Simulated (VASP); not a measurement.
# CsMgF3 (Pm-3m) in VASP: single point with LDA

Aim: the single point of CsMgF3 with LDA.

Everything below comes from runs of VASP 6.6.1. Logs are shortened: lines on timing, memory, paths and dates and some standing lists are left out, and cuts for length are marked.

### 1 The cell of the first run

The structure is cubic, space group Pm-3m (No. 221). Conventional cell: a = 4.252 Å, b = 4.252 Å, c = 4.252 Å, α = 90.00°, β = 90.00°, γ = 90.00°. Within 4.0 Å of Cs (site symmetry m-3m) lie 12 F at 3.01 Å and 8 Mg at 3.68 Å. Mg (site symmetry m-3m) has 6 F at 2.13 Å within 2.8 Å. F (site symmetry 4/mmm) has 2 Mg at 2.13 Å within 2.8 Å.

### 2 Single point, LDA

INCAR reads:

```
PREC     = Accurate       # precision mode
ENCUT    = 520            # plane-wave cutoff, eV
EDIFF    = 1E-7           # SCF threshold, eV
ISMEAR   = 0              # smearing method
SIGMA    = 0.05           # smearing width, eV
LREAL    = F              # projectors in reciprocal space
LASPH    = T              # aspherical terms in the spheres
NELM     = 100            # most SCF steps
ALGO     = Normal         # electronic algorithm
ISIF     = 2              # what is computed and relaxed
LWAVE    = F              # write WAVECAR
LCHARG   = T              # write CHGCAR
GGA      = CA             # functional
LELF     = T              # ELF
LVHAR    = T            
NBANDS   = 24             # bands
```

KPOINTS reads:

```
Automatic mesh
0
Gamma
  6 6 6
```

POSCAR reads:

```
CsMgF3
1.0
    4.2523070000      0.0000000000      0.0000000000
    0.0000000000      4.2523070000      0.0000000000
    0.0000000000      0.0000000000      4.2523070000
Cs Mg F
1 1 3
Direct
    0.0000000000      0.0000000000      0.0000000000
    0.5000000000      0.5000000000      0.5000000000
    0.0000000000      0.5000000000      0.5000000000
    0.5000000000      0.0000000000      0.5000000000
    0.5000000000      0.5000000000      0.0000000000
```

Potentials or basis: VASP PAW LDA potentials, release 64 (Cs_sv, Mg, F).

Run with:

```
cat potpaw_LDA.64/Cs_sv/POTCAR potpaw_LDA.64/Mg/POTCAR potpaw_LDA.64/F/POTCAR > POTCAR
mpirun -np 1 vasp_std > vasp.out
```

OUTCAR:

```text
PREC = Accurate
   ENCUT = 520
   EDIFF = 1E-7
   ISMEAR = 0
   LREAL = F
   LASPH = T
   NELM = 100
   ISIF = 2
   GGA = CA

 ion  position               nearest neighbor table
   1  0.000  0.000  0.000-
   2  0.500  0.500  0.500-   3 2.13   4 2.13   5 2.13   5 2.13   4 2.13   3 2.13
   3  0.000  0.500  0.500-   2 2.13   2 2.13
   4  0.500  0.000  0.500-   2 2.13   2 2.13
   5  0.500  0.500  0.000-   2 2.13   2 2.13

  LATTYP: Found a simple cubic cell.
 ALAT       =     4.2523070000

  Lattice vectors:

 A1 = (   4.2523070000,   0.0000000000,   0.0000000000)
 A2 = (   0.0000000000,   4.2523070000,   0.0000000000)
 A3 = (   0.0000000000,   0.0000000000,   4.2523070000)

Analysis of symmetry for initial positions (statically):
=====================================================================
 Subroutine PRICEL returns:
 Original cell was already a primitive cell.

 Routine SETGRP: Setting up the symmetry group for a
 simple cubic supercell.

 Subroutine GETGRP returns: Found 48 space group operations
 (whereof 48 operations were pure point group operations)
 out of a pool of 48 trial point group operations.

The static configuration has the point symmetry O_h .

Analysis of symmetry for dynamics (positions and initial velocities):
=====================================================================
 Subroutine PRICEL returns:
 Original cell was already a primitive cell.

 Routine SETGRP: Setting up the symmetry group for a
 simple cubic supercell.

 Subroutine GETGRP returns: Found 48 space group operations
 (whereof 48 operations were pure point group operations)
 out of a pool of 48 trial point group operations.

The dynamic configuration has the point symmetry O_h .

 Subroutine INISYM returns: Found 48 space group operations
 (whereof 48 operations are pure point group operations),
 and found     1 'primitive' translations

----------------------------------------------------------------------------------------

                                     Primitive cell

  volume of cell :      76.8907

  direct lattice vectors                    reciprocal lattice vectors
[... 83 lines left out ...]
   LNONCOLLINEAR =      F non collinear calculations
   LSORBIT =      F    spin-orbit coupling
   LASPH  =      T    aspherical Exc in radial PAW
   ENCUT  =  520.0 eV  38.22 Ry    6.18 a.u.   7.91  7.91  7.91*2*pi/ulx,y,z
   NELM   =    100;   NELMIN=  2; NELMDL= -5     # of ELM steps
   EDIFF  = 0.1E-06   stopping-criterion for ELM
   LREAL  =      F    real-space projection
   EDIFFG = 0.1E-05   stopping-criterion for IOM
   NSW    =      0    number of steps for IOM
   IBRION =     -1    ionic relax: 0-MD 1-quasi-New 2-CG
   NFREE  =      0    steps in history (QN), initial steepest desc. (CG)
   ISIF   =      2    stress and relaxation
   ISYM   =      2    0-nonsym 1-usesym 2-fastsym
   POTIM  = 0.5000    time-step for ionic-motion
   TEBEG  =    0.0;   TEEND  =   0.0 temperature during run
   PSTRESS=    0.0 pullay stress
   NELECT =      32.0000    total number of electrons
   NUPDOWN=      -1.0000    fix difference up-down
   EMIN   =  10.00;   EMAX   =-10.00  energy-range for DOS
   EFERMI =   0.00;   METHOD = LEGACY
   ISMEAR =     0;   SIGMA  =   0.05  broadening in eV -4-tet -1-fermi 0-gaus
   EFERMI_NEDOS =   21; number of points for ismear=-14 and -15
   IALGO  =     38    algorithm
   IMIX   =      4    mixing-type and parameters
     AMIX     =   0.40;   BMIX     =  1.00
     AMIX_MAG =   1.60;   BMIX_MAG =  1.00
  volume/ion in A,a.u.               =      15.38       103.78
  Fermi-wavevector in a.u.,A,eV,Ry     =   1.222269  2.309754 20.326316  1.493942
  Thomas-Fermi vector in A             =   2.357422
   LORBIT       =      0    0 simple, 1 ext, 2 COOP (PROOUT), +10 PAW based schemes
   GGA     = CA    functional components
   LHFCALC =     F    Hartree Fock is set to
   AEXX    =    0.0000 exact exchange contribution
   IVDW    =     0    specifies the selected vdW correction
   LEPSILON=     F    determine dielectric tensor
   LRPA    =     F    only Hartree local field effects (RPA)
 non-spin polarized calculation
 Gauss-broadening in eV      SIGMA  =   0.05
  energy-cutoff  :      520.00
  volume of cell :       76.89
 maximum number of plane-waves:      2103
 NGX is ok and might be reduce to    32
   NGX = 15   NGY = 15   NGZ = 15

 number of electron      31.9999959 magnetization

 Free energy of the ion-electron system (eV)
  ---------------------------------------------------
  ext. energy  EPLUGINS =         0.00000000
  ---------------------------------------------------
  free energy    TOTEN  =       -26.27760148 eV

  energy without entropy =      -26.27760148  energy(sigma->0) =      -26.27760148

 E-fermi :  -1.1118     XC(G=0): -10.1456

 val. band max:       -1.4200414075   @ k =   0.0000   0.0000   0.0000
 cond. band min:       4.9265194434   @ k =   0.0000   0.0000   0.0000
 fundamental gap:      6.3465608509
 Fermi energy:        -1.1118235745

 k-point     1 :       0.0000    0.0000    0.0000
  band No.  band energies     occupation
      1     -21.0182      2.00000
      2     -20.3821      2.00000
      3     -20.3821      2.00000
      4     -17.9412      2.00000
      5      -5.5547      2.00000
      6      -5.5547      2.00000
[... 529 lines left out ...]
     23      13.7613      0.00000
     24      13.7613      0.00000

------------------------ aborting loop because EDIFF is reached ----------------------------------------

  FORCE on cell =-STRESS in cart. coord.  units (eV):
  Direction    XX          YY          ZZ          XY          YZ          ZX
  --------------------------------------------------------------------------------------
  -------------------------------------------------------------------------------------
  Total       -3.5073530     -3.5073530     -3.5073530      0.0000000     -0.0000000      0.0000000
  in kB      -73.0829771    -73.0829771    -73.0829771      0.0000000     -0.0000000      0.0000000
  external PRESSURE =     -73.0829771 kB  Pullay stress =       0.0000000 kB

 VOLUME and BASIS-vectors are now :
 -----------------------------------------------------------------------------
  energy-cutoff  :      520.00
  volume of cell :       76.89
      direct lattice vectors                 reciprocal lattice vectors
     4.252307000  0.000000000  0.000000000     0.235166464  0.000000000  0.000000000
     0.000000000  4.252307000  0.000000000     0.000000000  0.235166464  0.000000000
     0.000000000  0.000000000  4.252307000     0.000000000  0.000000000  0.235166464

 POSITION                                       TOTAL-FORCE (eV/Angst)
 -----------------------------------------------------------------------------------
      0.00000      0.00000      0.00000         0.000000      0.000000      0.000000
      2.12615      2.12615      2.12615         0.000000      0.000000      0.000000
      0.00000      2.12615      2.12615         0.000000      0.000000      0.000000
      2.12615      0.00000      2.12615         0.000000      0.000000      0.000000
      2.12615      2.12615      0.00000         0.000000      0.000000      0.000000
 -----------------------------------------------------------------------------------
    total drift:                                0.000000     -0.000000     -0.000000

  FREE ENERGIE OF THE ION-ELECTRON SYSTEM (eV)
  ---------------------------------------------------
  free  energy   TOTEN  =       -26.2776014835 eV

  energy  without entropy=      -26.2776014835  energy(sigma->0) =      -26.27760148
```

stdout:

```text
POSCAR found type information on POSCAR CsMgF
 POSCAR found :  3 types and       5 ions
 scaLAPACK will be used
 LDA part: xc-table for (Slater(with rela. corr.)+CA(PZ))
 , standard interpolation
 POSCAR, INCAR and KPOINTS ok, starting setup
 FFT: planning ... GRIDC
 FFT: planning ... GRID_SOFT
 FFT: planning ... GRID
 WAVECAR not read
 entering main loop
```

Wall time 9.9 s (1 thread of Intel Xeon 6975P-C (Granite Rapids), shared host); peak memory 0.17 GiB.

What came out:

```yaml
Free_energy: -26.2776 eV
Pressure: -7.3 GPa
Band_gap_on_the_k_mesh: 6.35 eV, direct
```

Levels at points of the mesh, in eV from the valence-band top:
| k point | band 12 | band 13 | band 14 | band 15 | band 16 | band 17 | band 18 | band 19 | band 20 | band 21 |
| --- | --- | --- | --- | --- | --- | --- | --- | --- | --- | --- |
| (0.00, 0.00, 0.00) | -0.70 | -0.70 | 0.00 | 0.00 | 0.00 | 6.35 | 8.40 | 8.40 | 11.20 | 11.20 |
| (0.50, 0.00, 0.00) | -0.93 | -0.66 | -0.66 | -0.43 | -0.43 | 9.07 | 9.21 | 9.51 | 11.49 | 11.49 |
| (0.50, 0.50, 0.00) | -1.06 | -1.06 | -0.21 | -0.19 | -0.19 | 8.83 | 10.42 | 11.68 | 11.68 | 11.98 |
| (0.50, 0.50, 0.50) | -0.19 | -0.19 | -0.17 | -0.17 | -0.17 | 8.63 | 8.63 | 8.63 | 11.93 | 14.10 |

Caveat: spin-orbit coupling is left out, which moves the levels of the heavy elements.
